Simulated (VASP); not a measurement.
# MnS (R-3m) in VASP: density of states with PBE+U

Aim: the density of states of MnS with PBE+U.

Program: VASP 6.6.1. These are calculated values, not measurements. Logs are shortened: lines on timing, memory, paths and dates and some standing lists are left out, and cuts for length are marked.

**1. The cell of the first run**

The structure is trigonal, space group R-3m (No. 166). Conventional cell: a = 3.739 Å, b = 3.739 Å, c = 9.101 Å, α = 90.00°, β = 90.00°, γ = 120.00°. Within 3.5 Å of Mn (site symmetry -3m) lie 6 S at 2.64 Å. S (site symmetry -3m) has 6 Mn at 2.64 Å within 3.5 Å.

**2. Density of states, PBE+U, collinear spin, antiferromagnetic start**

The input, POSCAR:

```
MnS
1.0
   -2.6218391862     -2.6218391862      5.2656070091
   -5.2656070091     -2.6218391862      2.6218391862
   -2.6218391862     -5.2656070091      2.6218391862
Mn S
2 2
Direct
    0.0000000000      0.0000000000      0.0000000000
    0.5000000000      0.5000000000      0.5000000000
    1.2499999980     -0.7500000020     -0.7500000020
    1.7500000020     -0.2499999980     -0.2499999980
```

The input, INCAR.step1:

```
SYSTEM = MnS
ALGO = Normal
EDIFF = 1E-6
ENCUT = 520
GGA = PE
ISIF = 2
ISMEAR = 0
ISPIN = 2
LASPH = .True.
LCHARG = .True.
LDAU = .True.
LDAUJ = 0 0
LDAUL = 2 -1
LDAUPRINT = 1
LDAUTYPE = 2
LDAUU = 3.9 0
LMAXMIX = 4
LREAL = .False.
LWAVE = .False.
MAGMOM = 4.9 -4.9 0 0
NBANDS = 31
NELM = 150
PREC = Accurate
SIGMA = 0.05
```

The input, KPOINTS.step1:

```
k-points
0
Gamma
  8 8 8
  0 0 0
```

The input, INCAR.step2:

```
SYSTEM = MnS
ALGO = Normal
EDIFF = 1E-6
ENCUT = 520
GGA = PE
ICHARG = 11
ISIF = 2
ISMEAR = -5
ISPIN = 2
LASPH = .True.
LCHARG = .False.
LDAU = .True.
LDAUJ = 0 0
LDAUL = 2 -1
LDAUPRINT = 1
LDAUTYPE = 2
LDAUU = 3.9 0
LMAXMIX = 4
LORBIT = 10
LREAL = .False.
LWAVE = .False.
MAGMOM = 4.9 -4.9 0 0
NBANDS = 31
NEDOS = 2001
NELM = 150
PREC = Accurate
SIGMA = 0.05
```

The input, KPOINTS.step2:

```
k-points
0
Gamma
  12 12 12
  0 0 0
```

Potentials or basis: VASP PAW PBE potentials, release 64 (Mn_pv, S).

On the command line:

```bash
$ cat potpaw_PBE.64/Mn_pv/POTCAR potpaw_PBE.64/S/POTCAR > POTCAR
$ cp INCAR.step1 INCAR
$ cp KPOINTS.step1 KPOINTS
$ mpirun -np 1 vasp_std > vasp.out
$ cp INCAR.step2 INCAR
$ cp KPOINTS.step2 KPOINTS
$ mpirun -np 1 vasp_std > vasp.out
```

OUTCAR:

```text
SYSTEM = MnS
   EDIFF = 1E-6
   ENCUT = 520
   GGA = PE
   ICHARG = 11
   ISIF = 2
   ISMEAR = -5
   ISPIN = 2
   LASPH = .True.
   LORBIT = 10
   LREAL = .False.
   NELM = 150
   PREC = Accurate

 ion  position               nearest neighbor table
   1  0.000  0.000  0.000-   4 2.64   4 2.64   4 2.64   3 2.64   3 2.64   3 2.64
   2  0.500  0.500  0.500-   3 2.64   3 2.64   3 2.64   4 2.64   4 2.64   4 2.64
   3  0.250  0.250  0.250-   2 2.64   2 2.64   2 2.64   1 2.64   1 2.64   1 2.64
   4  0.750  0.750  0.750-   2 2.64   2 2.64   2 2.64   1 2.64   1 2.64   1 2.64

  LATTYP: Found a trigonal (rhomboedric) cell.
 ALAT       =     6.4400852953
 COS(alpha) =     0.8314753685

  Lattice vectors:

 A1 = (  -2.6218391862,  -2.6218391862,   5.2656070091)
 A2 = (  -5.2656070091,  -2.6218391862,   2.6218391862)
 A3 = (  -2.6218391862,  -5.2656070091,   2.6218391862)

Analysis of symmetry for initial positions (statically):
=====================================================================
 Subroutine PRICEL returns following result:

  LATTYP: Found a trigonal (rhomboedric) cell.
 ALAT       =     3.7233625667
 COS(alpha) =     0.4958311973
[... 12 lines left out ...]
 Subroutine GETGRP returns: Found 12 space group operations
 (whereof 12 operations were pure point group operations)
 out of a pool of 12 trial point group operations.

The static configuration has the point symmetry D_3d.

Analysis of symmetry for dynamics (positions and initial velocities):
=====================================================================
 Subroutine PRICEL returns following result:

  LATTYP: Found a trigonal (rhomboedric) cell.
 ALAT       =     3.7233625667
 COS(alpha) =     0.4958311973
[... 12 lines left out ...]
 Subroutine GETGRP returns: Found 12 space group operations
 (whereof 12 operations were pure point group operations)
 out of a pool of 12 trial point group operations.

The dynamic configuration has the point symmetry D_3d.

Analysis of structural, dynamic, and magnetic symmetry:
=====================================================================
 Subroutine PRICEL returns following result:

  LATTYP: Found a trigonal (rhomboedric) cell.
 ALAT       =     3.7233625667
 COS(alpha) =     0.4958311973
[... 12 lines left out ...]
 Subroutine GETGRP returns: Found 12 space group operations
 (whereof 12 operations were pure point group operations)
 out of a pool of 12 trial point group operations.

The overall configuration has the point symmetry D_3d.

 Subroutine INISYM returns: Found 12 space group operations
 (whereof 12 operations are pure point group operations),
 and found     2 'primitive' translations

----------------------------------------------------------------------------------------

                                     Primitive cell

  volume of cell :      36.7274

  direct lattice vectors                    reciprocal lattice vectors
    -2.632803505  0.010964318  2.632803505    -0.189518646  0.188729395  0.189518646
    -2.632803505 -2.632803505 -0.010964318    -0.189518646 -0.189518646 -0.188729395
     0.010964318 -2.632803505  2.632803505     0.188729395 -0.189518646  0.189518646

  length of vectors
     3.723362567  3.723362567  3.723362567     0.327800883  0.327800883  0.327800883

  position of ions in fractional coordinates (direct lattice)
     0.000000000  0.000000000  0.000000000
     0.499999996  0.499999996  0.499999996

  ion indices of the primitive-cell ions
   primitive index   ion index
                 1           1
                 2           3

----------------------------------------------------------------------------------------

 KPOINTS: k-points

Automatic generation of k-mesh.
 Grid dimensions read from file:
 generate k-points for:   12   12   12

 Generating k-lattice:

  Cartesian coordinates                     Fractional coordinates (reciprocal lattice)
     0.007863725  0.007863725  0.023656945     0.083333333  0.000000000  0.000000000
    -0.023656945  0.007863725 -0.007863725     0.000000000  0.083333333  0.000000000
     0.007863725 -0.023656945 -0.007863725     0.000000000  0.000000000  0.083333333

  Length of vectors
[... 81 lines left out ...]
   LORBIT       =     10    0 simple, 1 ext, 2 COOP (PROOUT), +10 PAW based schemes
 LDA+U is selected, type is set to LDAUTYPE =  2
   angular momentum for each species LDAUL =     2   -1
   U (eV)           for each species LDAUU =   3.9  0.0
   J (eV)           for each species LDAUJ =   0.0  0.0
   GGA     = PE    functional components
   LHFCALC =     F    Hartree Fock is set to
   AEXX    =    0.0000 exact exchange contribution
   IVDW    =     0    specifies the selected vdW correction
   LEPSILON=     F    determine dielectric tensor
   LRPA    =     F    only Hartree local field effects (RPA)
 spin polarized calculation
 Fermi weights with tetrahedron method with Bloechl corrections
  energy-cutoff  :      520.00
  volume of cell :       73.45
 maximum number of plane-waves:      1997

atom =   1  type =  1  l = 2

 onsite density matrix

spin component  1

  0.9326 -0.0001 -0.0007 -0.0001  0.0000
 -0.0001  0.9326 -0.0004  0.0001  0.0006
 -0.0007 -0.0004  0.9518 -0.0004  0.0000
 -0.0001  0.0001 -0.0004  0.9326 -0.0006
  0.0000  0.0006  0.0000 -0.0006  0.9518

spin component  2

  0.0146 -0.0000  0.0009 -0.0000 -0.0000
 -0.0000  0.0146  0.0005  0.0000 -0.0008
  0.0009  0.0005  0.0840  0.0005  0.0000
 -0.0000  0.0000  0.0005  0.0146  0.0008
 -0.0000 -0.0008  0.0000  0.0008  0.0840

 occupancies and eigenvectors

  o =  0.0146  v =  0.0000  0.0000  0.0000  0.0000  0.0000 -0.0000 -0.7070  0.0000  0.7070 -0.0160      0.0000  0.0000  0.0000  0.0000  0.0000  0.0000  0.0000  0.0000  0.0000  0.0000
  o =  0.0146  v =  0.0000  0.0000  0.0000  0.0000  0.0000 -0.8156 -0.4089  0.0160 -0.4089  0.0000      0.0000  0.0000  0.0000  0.0000  0.0000  0.0000  0.0000  0.0000  0.0000  0.0000
  o =  0.0146  v =  0.0000  0.0000  0.0000  0.0000  0.0000  0.5784 -0.5768 -0.0000 -0.5768  0.0000      0.0000  0.0000  0.0000  0.0000  0.0000  0.0000  0.0000  0.0000  0.0000  0.0000
  o =  0.0841  v =  0.0000  0.0000  0.0000  0.0000  0.0000  0.0000  0.0113  0.0000 -0.0113 -0.9999      0.0000  0.0000  0.0000  0.0000  0.0000  0.0000  0.0000  0.0000  0.0000  0.0000
  o =  0.0841  v =  0.0000  0.0000  0.0000  0.0000  0.0000 -0.0131 -0.0065 -0.9999 -0.0065 -0.0000      0.0000  0.0000  0.0000  0.0000  0.0000  0.0000  0.0000  0.0000  0.0000  0.0000
  o =  0.9325  v = -0.0000 -0.7064 -0.0000  0.7064  0.0462  0.0000  0.0000  0.0000  0.0000  0.0000      0.0000  0.0000  0.0000  0.0000  0.0000  0.0000  0.0000  0.0000  0.0000  0.0000
  o =  0.9325  v =  0.8153  0.4082  0.0462  0.4082  0.0000  0.0000  0.0000  0.0000  0.0000  0.0000      0.0000  0.0000  0.0000  0.0000  0.0000  0.0000  0.0000  0.0000  0.0000  0.0000
  o =  0.9327  v =  0.5779 -0.5771  0.0000 -0.5771 -0.0000  0.0000  0.0000  0.0000  0.0000  0.0000      0.0000  0.0000  0.0000  0.0000  0.0000  0.0000  0.0000  0.0000  0.0000  0.0000
  o =  0.9518  v = -0.0000  0.0327  0.0000 -0.0327  0.9989  0.0000  0.0000  0.0000  0.0000  0.0000      0.0000  0.0000  0.0000  0.0000  0.0000  0.0000  0.0000  0.0000  0.0000  0.0000
  o =  0.9518  v = -0.0377 -0.0189  0.9989 -0.0189 -0.0000  0.0000  0.0000  0.0000  0.0000  0.0000      0.0000  0.0000  0.0000  0.0000  0.0000  0.0000  0.0000  0.0000  0.0000  0.0000

atom =   2  type =  1  l = 2

 onsite density matrix

spin component  1

  0.0146 -0.0000  0.0009 -0.0000  0.0000
 -0.0000  0.0146  0.0005  0.0000 -0.0008
  0.0009  0.0005  0.0840  0.0005  0.0000
 -0.0000  0.0000  0.0005  0.0146  0.0008
  0.0000 -0.0008  0.0000  0.0008  0.0840

spin component  2

  0.9326 -0.0001 -0.0007 -0.0001 -0.0000
 -0.0001  0.9326 -0.0004  0.0001  0.0006
 -0.0007 -0.0004  0.9518 -0.0004  0.0000
 -0.0001  0.0001 -0.0004  0.9326 -0.0006
 -0.0000  0.0006  0.0000 -0.0006  0.9518

 occupancies and eigenvectors

  o =  0.0146  v = -0.0000 -0.7070  0.0000  0.7070 -0.0160  0.0000  0.0000  0.0000  0.0000  0.0000      0.0000  0.0000  0.0000  0.0000  0.0000  0.0000  0.0000  0.0000  0.0000  0.0000
  o =  0.0146  v = -0.8156 -0.4089  0.0160 -0.4089  0.0000  0.0000  0.0000  0.0000  0.0000  0.0000      0.0000  0.0000  0.0000  0.0000  0.0000  0.0000  0.0000  0.0000  0.0000  0.0000
  o =  0.0146  v =  0.5784 -0.5768 -0.0000 -0.5768  0.0000  0.0000  0.0000  0.0000  0.0000  0.0000      0.0000  0.0000  0.0000  0.0000  0.0000  0.0000  0.0000  0.0000  0.0000  0.0000
  o =  0.0841  v =  0.0000  0.0113  0.0000 -0.0113 -0.9999  0.0000  0.0000  0.0000  0.0000  0.0000      0.0000  0.0000  0.0000  0.0000  0.0000  0.0000  0.0000  0.0000  0.0000  0.0000
  o =  0.0841  v = -0.0131 -0.0065 -0.9999 -0.0065 -0.0000  0.0000  0.0000  0.0000  0.0000  0.0000      0.0000  0.0000  0.0000  0.0000  0.0000  0.0000  0.0000  0.0000  0.0000  0.0000
  o =  0.9325  v =  0.0000  0.0000  0.0000  0.0000  0.0000 -0.0000  0.7064 -0.0000 -0.7064 -0.0462      0.0000  0.0000  0.0000  0.0000  0.0000  0.0000  0.0000  0.0000  0.0000  0.0000
  o =  0.9325  v =  0.0000  0.0000  0.0000  0.0000  0.0000  0.8153  0.4082  0.0462  0.4082 -0.0000      0.0000  0.0000  0.0000  0.0000  0.0000  0.0000  0.0000  0.0000  0.0000  0.0000
  o =  0.9327  v =  0.0000  0.0000  0.0000  0.0000  0.0000 -0.5779  0.5771 -0.0000  0.5771 -0.0000      0.0000  0.0000  0.0000  0.0000  0.0000  0.0000  0.0000  0.0000  0.0000  0.0000
  o =  0.9518  v =  0.0000  0.0000  0.0000  0.0000  0.0000 -0.0000  0.0327  0.0000 -0.0327  0.9989      0.0000  0.0000  0.0000  0.0000  0.0000  0.0000  0.0000  0.0000  0.0000  0.0000
  o =  0.9518  v =  0.0000  0.0000  0.0000  0.0000  0.0000 -0.0377 -0.0189  0.9989 -0.0189  0.0000      0.0000  0.0000  0.0000  0.0000  0.0000  0.0000  0.0000  0.0000  0.0000  0.0000

 number of electron      38.0000011 magnetization      -0.0000000

 Free energy of the ion-electron system (eV)
  ---------------------------------------------------
  ext. energy  EPLUGINS =         0.00000000
  ---------------------------------------------------
  free energy    TOTEN  =       -26.07375787 eV

  energy without entropy =      -26.07375787  energy(sigma->0) =      -26.07375787

 E-fermi :   5.3512     XC(G=0): -10.4175

 val. band max:        5.3390273478   @ k =   0.5000   0.5000   0.5000
 cond. band min:       7.6426744417   @ k =   0.5000   0.5000  -0.0000
 fundamental gap:      2.3036470939
 Fermi energy:         5.3512205743

 spin component 1

 k-point     1 :       0.0000    0.0000    0.0000
  band No.  band energies     occupation
      1     -44.6544      1.00000
      2     -44.6480      1.00000
      3     -44.6480      1.00000
      4     -39.7968      1.00000
      5     -39.7959      1.00000
      6     -39.7959      1.00000
[... 1625 lines left out ...]
     30      14.1032      0.00000
     31      14.5648      0.00000

 [... further k-points ...]
[... 5 lines left out ...]
  --------------------------------------------------------------------------------------
  -------------------------------------------------------------------------------------
  Total       -0.2366570     -0.2366570     -0.2366570      0.0043372     -0.0043372     -0.0043372
  in kB       -5.1619075     -5.1619075     -5.1619075      0.0946011     -0.0946011     -0.0946011
  external PRESSURE =      -5.1619075 kB  Pullay stress =       0.0000000 kB

 VOLUME and BASIS-vectors are now :
 -----------------------------------------------------------------------------
  energy-cutoff  :      520.00
  volume of cell :       73.45
      direct lattice vectors                 reciprocal lattice vectors
    -2.621839186 -2.621839186  5.265607009     0.094364698  0.094364698  0.283883344
    -5.265607009 -2.621839186  2.621839186    -0.283883344  0.094364698 -0.094364698
    -2.621839186 -5.265607009  2.621839186     0.094364698 -0.283883344 -0.094364698

 POSITION                                       TOTAL-FORCE (eV/Angst)
 -----------------------------------------------------------------------------------
      0.00000      0.00000      0.00000        -0.000000     -0.000000      0.000000
     -5.25464     -5.25464      5.25464        -0.000000     -0.000000      0.000000
     -2.62732     -2.62732      2.62732         0.000000     -0.000000     -0.000000
     -7.88196     -7.88196      7.88196        -0.000000      0.000000     -0.000000
 -----------------------------------------------------------------------------------
    total drift:                                0.000000      0.000000     -0.000000

  FREE ENERGIE OF THE ION-ELECTRON SYSTEM (eV)
  ---------------------------------------------------
  free  energy   TOTEN  =       -26.0737578717 eV

  energy  without entropy=      -26.0737578717  energy(sigma->0) =      -26.07375787

 total charge

# of ion       s       p       d       tot
------------------------------------------
    1        0.208   6.154   4.896  11.258
    2        0.208   6.154   4.896  11.258
    3        1.321   2.442   0.000   3.763
    4        1.321   2.442   0.000   3.763
--------------------------------------------------
tot          3.059  17.192   9.792  30.043

 magnetization (x)

# of ion       s       p       d       tot
------------------------------------------
    1        0.026   0.020   4.479   4.526
    2       -0.026  -0.020  -4.479  -4.526
    3        0.000   0.000   0.000   0.000
    4        0.000   0.000   0.000   0.000
--------------------------------------------------
tot          0.000   0.000   0.000   0.000
```

It took 42 min on 1 thread of AMD EPYC 7R43 (Zen 3), shared host; peak memory 0.77 GiB.

Results:

* Net moment: 0.00 μB per cell
* Site moments: Mn +4.53, -4.53; S +0.00 μB
* Valence electrons inside the program's atomic spheres: Mn 11.26; S 3.76

Eigenvalues of the final occupation matrices:
| site | spin | trace | eigenvalues |
| --- | --- | --- | --- |
| site 1 d | 1 | 4.70 | 0.93 0.93 0.93 0.95 0.95 |
| site 1 d | 2 | 0.21 | 0.01 0.01 0.01 0.08 0.08 |
| site 2 d | 1 | 0.21 | 0.01 0.01 0.01 0.08 0.08 |
| site 2 d | 2 | 4.70 | 0.93 0.93 0.93 0.95 0.95 |
